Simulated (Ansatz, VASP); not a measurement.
## Sr: VASP beside Ansatz

INCAR

```
PREC = Accurate ; ENCUT = 520
EDIFF = 1E-7 ; ISMEAR = -1
SIGMA = 0.05 ; LREAL = F
LASPH = T ; NELM = 150
ALGO = Normal ; ISIF = 2
LWAVE = F ; LCHARG = F
ISPIN = 2 ; MAGMOM = 0.5
LORBIT = 11 ; GGA = VW
NBANDS = 15
```

File KPOINTS:

```
regular mesh
0
Gamma
  8 8 8
```

File POSCAR:

```
Sr
1.0
   -2.4511262978      2.4511262978      2.4511262978
    2.4511262978     -2.4511262978      2.4511262978
    2.4511262978      2.4511262978     -2.4511262978
Sr
1
Direct
    0.0000000000      0.0000000000      0.0000000000
```

Contents of input.yaml:

```yaml
crystal:
  lattice:
    - [-2.4511262978, 2.4511262978, 2.4511262978]
    - [2.4511262978, -2.4511262978, 2.4511262978]
    - [2.4511262978, 2.4511262978, -2.4511262978]
  atoms:
    - { symbol: Sr, position: [0.0, 0.0, 0.0], spin: 0.5 }
kpoints:
  mp_grid: { grid: [8, 8, 8] }
scf:
  occupations: { method: fermi_dirac, width: 0.05 }
hamiltonian:
  xc: { exchange: slater, correlation: vwn5 }
  pseudopotentials: { kind: all_electron, lapw: { basis_error: 0.002 } }
magnetization:
  spin_polarized: true
output:
  forces: true
  stress: true
  eigenvalues: true
```

Change from the starting cell: volume scaled by 1.02.

Alike in both runs: task single point; functional SVWN5; k mesh 8 × 8 × 8; occupations fermi-dirac, width 0.05 eV; collinear spin.

|  | VASP | Ansatz |
| --- | --- | --- |
| version | VASP 6.6.1 | Ansatz 0.2.0 |
| potentials or method | VASP PAW PBE potentials, release 64 (Sr_sv), cutoff 520 eV | all-electron LAPW, scalar-relativistic |

|  | VASP | Ansatz | Ansatz less VASP |
| --- | --- | --- | --- |
| gap on the k mesh at the Fermi level (eV) | none | none | - |
| pressure (GPa) | -2.0 | -2.0 | 0.00 |
| net moment per atom (μB) | 0.00 | 0.00 | -0.004 |

VASP's potentials were made for PBE, not for SVWN5. A gap of «none» marks a metal or a gap that the smearing closes. Ansatz ran all-electron here, and VASP with PAW potentials.
